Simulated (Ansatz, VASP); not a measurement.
Two plane-wave programs on YSiNi4

INCAR

```
PREC = Accurate ; ENCUT = 520
EDIFF = 1E-6 ; ISMEAR = 0
SIGMA = 0.1 ; LREAL = F
LASPH = T ; NELM = 60
ALGO = Normal ; ISIF = 2
LWAVE = F ; LCHARG = F
NBANDS = 36
```

Contents of KPOINTS:

```
regular mesh
0
Gamma
  4 4 6
```

Contents of POSCAR:

```
YSiNi4
1.0
    2.5127727500     -4.0591227500      0.0000000000
    2.5127727500      4.0591227500      0.0000000000
    0.0000000000      0.0000000000      3.9087789800
Y Si Ni
1 1 4
Direct
    0.0000000000      0.0000000000      0.0000000000
    0.5000000000      0.5000000000      0.5000000000
    0.3412511900      0.6587488100      0.0000000000
    0.6587488100      0.3412511900      0.0000000000
    0.5000000000      0.0000000000      0.5000000000
    0.0000000000      0.5000000000      0.5000000000
```

Input for Ansatz:

```yaml
crystal:
  lattice:
    - [2.51277275, -4.05912275, 0.0]
    - [2.51277275, 4.05912275, 0.0]
    - [0.0, 0.0, 3.90877898]
  atoms:
    - { symbol: "Y", position: [0.0, 0.0, 0.0] }
    - { symbol: Si, position: [0.5, 0.5, 0.5] }
    - { symbol: Ni, position: [0.34125119, 0.65874881, 0.0] }
    - { symbol: Ni, position: [0.65874881, 0.34125119, 0.0] }
    - { symbol: Ni, position: [0.5, 0.0, 0.5] }
    - { symbol: Ni, position: [0.0, 0.5, 0.5] }
basis:
  ecutwfc: 420
kpoints:
  mp_grid: { grid: [4, 4, 6] }
hamiltonian:
  xc: lda
scf:
  occupations: { method: gaussian, width: 0.1 }
output:
  forces: true
  stress: true
  eigenvalues: true
```

Alike in both runs: task single point; functional LDA; k mesh 4 × 4 × 6; occupations gaussian, width 0.1 eV; no spin polarisation.

|  | VASP | Ansatz |
| --- | --- | --- |
| version | VASP 6.6.1 | Ansatz 0.2.0 |
| potentials or method | VASP PAW LDA potentials, release 64 (Y_sv, Si, Ni), cutoff 520 eV | scalar-relativistic, plane waves, PAW |
| valence electrons in the cell | 55 | 87 |

|  | VASP | Ansatz | Ansatz less VASP |
| --- | --- | --- | --- |
| gap on the k mesh at the Fermi level (eV) | none | none | - |
| pressure (GPa) | -7.0 | -7.2 | -0.18 |
| traceless stress, the component that is largest in VASP (GPa) | 0.36 | 0.47 | +0.114 |
| rms of the force components (eV/Å) | 0.023 | 0.023 | +0.0002 |

LDA's correlation is that of Perdew and Zunger in VASP and of Perdew and Wang (1992) in Ansatz. Atom by atom the forces differ by 0.000 eV/Å (rms over components). A gap of «none» marks a metal or a gap that the smearing closes. VASP's potentials hold 55 valence electrons a cell and Ansatz's 87, so a difference there can come from the potentials and not from the codes.

The k mesh is coarse, so the values compare programs but aren't converged.
